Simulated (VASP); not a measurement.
# Ru (Cmcm) in VASP: notebook, part 2 of 2

VASP 6.6.1.

### Step 4. Single point, PBEsol (atoms displaced along a vibrational mode, the cell strained)

Contents of INCAR:

```
SYSTEM = Ru
  PREC = Accurate
  ENCUT = 520
  EDIFF = 1E-7
  ISMEAR = 0
  SIGMA = 0.15
  LREAL = .False.
  LASPH = .True.
  NELM = 80
  ALGO = Fast
  ISIF = 2
  LWAVE = .False.
  LCHARG = .True.
  GGA = PS
  LELF = .True.
  LVHAR = .True.
  NBANDS = 21
```

Contents of KPOINTS:

```
regular mesh
0
Gamma
  18 18 10
  0 0 0
```

Contents of POSCAR:

```
Ru
1.0
    2.7614993361      0.0000000000      0.0000000000
   -1.3807496681      2.3915285776      0.0000000000
    0.0000000000      0.0000000000      4.2523798378
Ru
2
Direct
    0.3133061610      0.6266123220      0.2500000000
    0.6866938390      0.3733876780      0.7500000000
```

Launch:

```sh
$ cat potpaw_PBE.64/Ru_pv/POTCAR > POTCAR
$ mpirun -np 1 vasp_std > vasp.out
```

Run time: 7.7 min. Hardware: 1 thread of AMD EPYC 7R43 (Zen 3), shared host; peak memory 0.31 GiB.

Results (log left out):

```yaml
Free_energy: -20.1331 eV
Pressure: -14.0 GPa
Largest_force: 1.361 eV/Å
Band_gap_on_the_k_mesh: zero (bands 14 and 15 overlap by 2.82 eV)
```

Forces in eV/Å, atoms in the order of the input:
```
Ru   0.000  1.361  0.000
Ru   0.000 -1.361  0.000
```

Stress tensor (GPa, compression positive):
```
-15.32   0.00   0.00
  0.00 -20.84   0.00
  0.00   0.00  -5.98
```

Levels at points of the mesh, in eV from the Fermi level:
| k point | band 11 | band 12 | band 13 | band 14 | band 15 | band 16 | band 17 | band 18 |
| --- | --- | --- | --- | --- | --- | --- | --- | --- |
| (0.00, 0.00, 0.00) | -2.32 | -2.11 | -1.62 | -1.58 | -0.88 | 0.39 | 1.48 | 1.74 |
| (0.50, 0.00, 0.00) | -2.26 | -2.13 | -1.55 | 1.10 | 1.59 | 1.68 | 4.06 | 5.43 |
| (0.00, 0.50, 0.00) | -1.42 | -1.22 | -1.09 | 1.37 | 1.42 | 2.10 | 3.19 | 6.25 |
| (0.00, 0.00, 0.50) | -2.63 | -2.63 | -2.53 | -2.53 | 0.24 | 0.24 | 0.63 | 0.63 |
| (0.50, 0.00, 0.50) | -0.97 | -0.97 | 0.73 | 0.73 | 1.43 | 1.43 | 2.88 | 2.88 |
| (0.00, 0.50, 0.50) | -1.21 | -1.21 | -0.25 | -0.25 | 1.48 | 1.48 | 3.86 | 3.86 |

Caveat: the cell differs from its parent crystal (atoms displaced along a vibrational mode, the cell strained); the stress differs along the axes, from -21 to -6 GPa; the PAW data sets were made with another functional, which shifts forces and pressure a little.

### Step 5. Single point, PBEsol (atoms displaced along a vibrational mode, the cell strained)

Contents of INCAR:

```
ALGO     = Fast           # electronic algorithm
EDIFF    = 1E-7           # SCF threshold, eV
ENCUT    = 520            # plane-wave cutoff, eV
GGA      = PS             # functional
ISIF     = 2              # what is computed and relaxed
ISMEAR   = 0              # smearing method
LASPH    = T              # aspherical terms in the spheres
LCHARG   = F              # write CHGCAR
LREAL    = F              # projectors in reciprocal space
LWAVE    = F              # write WAVECAR
NBANDS   = 21             # bands
NELM     = 100            # most SCF steps
PREC     = Accurate       # precision mode
SIGMA    = 0.15           # smearing width, eV
```

Contents of KPOINTS:

```
k-points
0
Gamma
  18 18 10
```

Contents of POSCAR:

```
Ru
1.0
    2.7614993361      0.0000000000      0.0000000000
   -1.3807496681      2.3915285776      0.0000000000
    0.0000000000      0.0000000000      4.2523798378
Ru
2
Direct
    0.3533605057      0.7067210114      0.2500000000
    0.6466394943      0.2932789886      0.7500000000
```

Potentials or basis: VASP PAW PBE potentials, release 64 (Ru_pv).

Launch:

```sh
$ cat potpaw_PBE.64/Ru_pv/POTCAR > POTCAR
$ mpirun -np 1 vasp_std > vasp.out
```

OUTCAR:

```text
EDIFF = 1E-7
   ENCUT = 520
   GGA = PS
   ISIF = 2
   ISMEAR = 0
   LASPH = T
   LREAL = F
   NELM = 100
   PREC = Accurate

 ion  position               nearest neighbor table
   1  0.353  0.707  0.250-   2 2.55   2 2.55   2 2.72   2 2.72   2 2.72   2 2.72
   2  0.647  0.293  0.750-   1 2.55   1 2.55   1 2.72   1 2.72   1 2.72   1 2.72

  LATTYP: Found a hexagonal cell.
 ALAT       =     2.7614993361
 C/A-ratio  =     1.5398808112

  Lattice vectors:

 A1 = (   2.7614993361,   0.0000000000,   0.0000000000)
 A2 = (  -1.3807496681,   2.3915285776,   0.0000000000)
 A3 = (   0.0000000000,   0.0000000000,   4.2523798378)

Analysis of symmetry for initial positions (statically):
=====================================================================
 Subroutine PRICEL returns:
 Original cell was already a primitive cell.

 Routine SETGRP: Setting up the symmetry group for a
 hexagonal supercell.

 Subroutine GETGRP returns: Found  8 space group operations
 (whereof  4 operations were pure point group operations)
 out of a pool of 24 trial point group operations.

The static configuration has the point symmetry C_2h.
 The point group associated with its full space group is D_2h.

Analysis of symmetry for dynamics (positions and initial velocities):
=====================================================================
 Subroutine PRICEL returns:
 Original cell was already a primitive cell.

 Routine SETGRP: Setting up the symmetry group for a
 hexagonal supercell.

 Subroutine GETGRP returns: Found  8 space group operations
 (whereof  4 operations were pure point group operations)
 out of a pool of 24 trial point group operations.

The dynamic configuration has the point symmetry C_2h.
 The point group associated with its full space group is D_2h.

 Subroutine INISYM returns: Found  8 space group operations
 (whereof  4 operations are pure point group operations),
 and found     1 'primitive' translations

----------------------------------------------------------------------------------------

                                     Primitive cell

  volume of cell :      28.0836

  direct lattice vectors                    reciprocal lattice vectors
     2.761499336  0.000000000  0.000000000     0.362122122  0.209071305  0.000000000
    -1.380749668  2.391528578  0.000000000     0.000000000  0.418142609  0.000000000
     0.000000000  0.000000000  4.252379838     0.000000000  0.000000000  0.235162436

  length of vectors
     2.761499336  2.761499336  4.252379838     0.418142609  0.418142609  0.235162436

  position of ions in fractional coordinates (direct lattice)
     0.353360506  0.706721011  0.250000000
     0.646639494  0.293278989  0.750000000

  ion indices of the primitive-cell ions
   primitive index   ion index
                 1           1
                 2           2

----------------------------------------------------------------------------------------

 KPOINTS: k-points

Automatic generation of k-mesh.
 Grid dimensions read from file:
 generate k-points for:   18   18   10

 Generating k-lattice:

  Cartesian coordinates                     Fractional coordinates (reciprocal lattice)
     0.020117896  0.011615072  0.000000000     0.055555556  0.000000000  0.000000000
     0.000000000  0.023230145  0.000000000     0.000000000  0.055555556  0.000000000
     0.000000000  0.000000000  0.023516244     0.000000000  0.000000000  0.100000000

  Length of vectors
     0.023230145  0.023230145  0.023516244

  Shift w.r.t. Gamma in fractional coordinates (k-lattice)
     0.000000000  0.000000000  0.000000000

 Subroutine IBZKPT returns following result:
 ===========================================

 Found    546 irreducible k-points:

 Following reciprocal coordinates:
            Coordinates               Weight
  0.000000  0.000000  0.000000      1.000000
  0.055556 -0.000000  0.000000      4.000000
  0.000000  0.055556  0.000000      2.000000
  0.111111 -0.000000  0.000000      4.000000
  0.000000  0.111111  0.000000      2.000000
  0.166667  0.000000  0.000000      4.000000
[... 16 lines left out ...]
 -0.055556  0.166667  0.000000      4.000000
 -0.166667  0.111111  0.000000      4.000000
 [... further k-points ...]
   k-points           NKPTS =    546   k-points in BZ     NKDIM =    546   number of bands    NBANDS=     21
   number of dos      NEDOS =    301   number of ions     NIONS =      2
   total plane-waves  NPLWV =  18432
   dimension x,y,z NGX =    24 NGY =   24 NGZ =   32
   dimension x,y,z NGXF=    48 NGYF=   48 NGZF=   64
   ions per type =               2
   NGX,Y,Z   is equivalent  to a cutoff of  14.45, 14.45, 12.51 a.u.
   NGXF,Y,Z  is equivalent  to a cutoff of  28.90, 28.90, 25.02 a.u.
 SYSTEM =  unknown system
   PREC   = accura    normal or accurate (medium, high low for compatibility)
   ISTART =      0    job   : 0-new  1-cont  2-samecut
   ICHARG =      2    charge: 1-file 2-atom 10-const
   ISPIN  =      1    spin polarized calculation?
   LNONCOLLINEAR =      F non collinear calculations
   LSORBIT =      F    spin-orbit coupling
   LASPH  =      T    aspherical Exc in radial PAW
   ENCUT  =  520.0 eV  38.22 Ry    6.18 a.u.   5.13  5.13  7.91*2*pi/ulx,y,z
   NELM   =    100;   NELMIN=  2; NELMDL= -5     # of ELM steps
   EDIFF  = 0.1E-06   stopping-criterion for ELM
   LREAL  =      F    real-space projection
   EDIFFG = 0.1E-05   stopping-criterion for IOM
   NSW    =      0    number of steps for IOM
   IBRION =     -1    ionic relax: 0-MD 1-quasi-New 2-CG
   NFREE  =      0    steps in history (QN), initial steepest desc. (CG)
   ISIF   =      2    stress and relaxation
   ISYM   =      2    0-nonsym 1-usesym 2-fastsym
   POTIM  = 0.5000    time-step for ionic-motion
   TEBEG  =    0.0;   TEEND  =   0.0 temperature during run
   PSTRESS=    0.0 pullay stress
   NELECT =      28.0000    total number of electrons
   NUPDOWN=      -1.0000    fix difference up-down
   EMIN   =  10.00;   EMAX   =-10.00  energy-range for DOS
   EFERMI =   0.00;   METHOD = LEGACY
   ISMEAR =     0;   SIGMA  =   0.15  broadening in eV -4-tet -1-fermi 0-gaus
   EFERMI_NEDOS =   21; number of points for ismear=-14 and -15
   IALGO  =     68    algorithm
   IMIX   =      4    mixing-type and parameters
     AMIX     =   0.40;   BMIX     =  1.00
     AMIX_MAG =   1.60;   BMIX_MAG =  1.00
  volume/ion in A,a.u.               =      14.04        94.76
  Fermi-wavevector in a.u.,A,eV,Ry     =   1.635473  3.090595 36.392471  2.674771
  Thomas-Fermi vector in A             =   2.726940
   LORBIT       =      0    0 simple, 1 ext, 2 COOP (PROOUT), +10 PAW based schemes
   GGA     = PS    functional components
   LHFCALC =     F    Hartree Fock is set to
   AEXX    =    0.0000 exact exchange contribution
   IVDW    =     0    specifies the selected vdW correction
   LEPSILON=     F    determine dielectric tensor
   LRPA    =     F    only Hartree local field effects (RPA)
 non-spin polarized calculation
 RMM-DIIS sequential band-by-band and
 Gauss-broadening in eV      SIGMA  =   0.15
  energy-cutoff  :      520.00
  volume of cell :       28.08
 maximum number of plane-waves:       772
 NGX is ok and might be reduce to    24
   NGX = 11   NGY = 11   NGZ = 15

 number of electron      27.9999998 magnetization

 Free energy of the ion-electron system (eV)
  ---------------------------------------------------
  ext. energy  EPLUGINS =         0.00000000
  ---------------------------------------------------
  free energy    TOTEN  =       -20.14441267 eV

  energy without entropy =      -20.12321314  energy(sigma->0) =      -20.13381291

 E-fermi :  12.1306     XC(G=0): -14.0664

 val. band max:       12.1292923674   @ k =   0.0000   0.2778   0.1000
 cond. band min:      12.1308486162   @ k =  -0.0556   0.5000   0.3000
 fundamental gap:      0.0015562488
 Fermi energy:        12.1306075038

 k-point     1 :       0.0000    0.0000    0.0000
  band No.  band energies     occupation
      1     -31.4443      2.00000
      2     -30.6261      2.00000
      3     -30.4914      2.00000
      4     -30.4037      2.00000
      5     -30.3768      2.00000
      6     -30.3025      2.00000
[... 13 lines left out ...]
     20      22.4413      0.00000
     21      22.5267      0.00000
[... 529 lines left out ...]
 k-point    24 :      -0.1667    0.1111    0.0000
  band No.  band energies     occupation
      1     -31.3896      2.00000
      2     -30.6761      2.00000
      3     -30.6033      2.00000
      4     -30.5234      2.00000
      5     -30.3998      2.00000
      6     -30.3268      2.00000
[... 13 lines left out ...]
     20      22.4410      0.00000
     21      22.4922      0.00000

 [... further k-points ...]

------------------------ aborting loop because EDIFF is reached ----------------------------------------

  FORCE on cell =-STRESS in cart. coord.  units (eV):
  Direction    XX          YY          ZZ          XY          YZ          ZX
  --------------------------------------------------------------------------------------
  -------------------------------------------------------------------------------------
  Total       -3.5303462     -2.7191862     -1.0396467      0.0000000      0.0000000      0.0000000
  in kB     -201.4073460   -155.1304174    -59.3121662      0.0000000      0.0000000      0.0000000
  external PRESSURE =    -138.6166432 kB  Pullay stress =       0.0000000 kB

 VOLUME and BASIS-vectors are now :
 -----------------------------------------------------------------------------
  energy-cutoff  :      520.00
  volume of cell :       28.08
      direct lattice vectors                 reciprocal lattice vectors
     2.761499336  0.000000000  0.000000000     0.362122122  0.209071305  0.000000000
    -1.380749668  2.391528578  0.000000000     0.000000000  0.418142609  0.000000000
     0.000000000  0.000000000  4.252379838     0.000000000  0.000000000  0.235162436

 POSITION                                       TOTAL-FORCE (eV/Angst)
 -----------------------------------------------------------------------------------
     -0.00000      1.69014      1.06309         0.000000     -1.180437      0.000000
      1.38075      0.70139      3.18928        -0.000000      1.180437     -0.000000
 -----------------------------------------------------------------------------------
    total drift:                               -0.000000      0.000000      0.000000

  FREE ENERGIE OF THE ION-ELECTRON SYSTEM (eV)
  ---------------------------------------------------
  free  energy   TOTEN  =       -20.1444126730 eV

  energy  without entropy=      -20.1232131378  energy(sigma->0) =      -20.13381291
```

Wall time 5.6 min (1 thread of AMD EPYC 7R43 (Zen 3), shared host); peak memory 0.31 GiB.

What came out:

```yaml
Free_energy: -20.1444 eV
Pressure: -13.9 GPa
Largest_force: 1.180 eV/Å
Band_gap_on_the_k_mesh: zero (bands 14 and 15 overlap by 2.70 eV)
```

Forces on the atoms (eV/Å):
```
Ru   0.000 -1.180  0.000
Ru   0.000  1.180  0.000
```

Stress tensor (GPa, compression positive):
```
-20.14   0.00   0.00
  0.00 -15.51   0.00
  0.00   0.00  -5.93
```

Caveat: the cell differs from its parent crystal (atoms displaced along a vibrational mode, the cell strained); the stress differs along the axes, from -20 to -6 GPa; the PAW data sets were made with another functional, which shifts forces and pressure a little.

### Step 6. The runs side by side

```tsv
cell	further INCAR settings	gap on the mesh (eV)	pressure (GPa)	largest force (eV/Å)
as given, atomic positions A	ALGO = Fast; EDIFF = 1e-06; NBANDS = 21	none	-12.1	2.04
as given, atomic positions B	ALGO = Fast; EDIFF = 1e-07; NBANDS = 21	none	-11.6	1.65
as given, atomic positions C	ALGO = Fast; EDIFF = 1e-07; NBANDS = 21	none	-14.0	1.36
as given, atomic positions D	ALGO = Fast; EDIFF = 1e-07; NBANDS = 21	none	-13.9	1.18
```

Alike in all rows: task single point; level PBEsol; potentials or basis VASP PAW PBE potentials, release 64 (Ru_pv); no spin polarisation; k mesh 18 × 18 × 10; cutoff (eV) 520; smearing gaussian 0.15 eV.

Caveats: the PAW data sets were made with another functional, which shifts forces and pressure a little; the stress differs along the axes, from -22 to -2 GPa (at least some runs); the stress differs along the axes, from -20 to -1 GPa (at least some runs); the stress differs along the axes, from -21 to -6 GPa (at least some runs); the stress differs along the axes, from -20 to -6 GPa (at least some runs).

Total energies depend on the potentials used, so only differences within one code and one set of settings carry meaning.
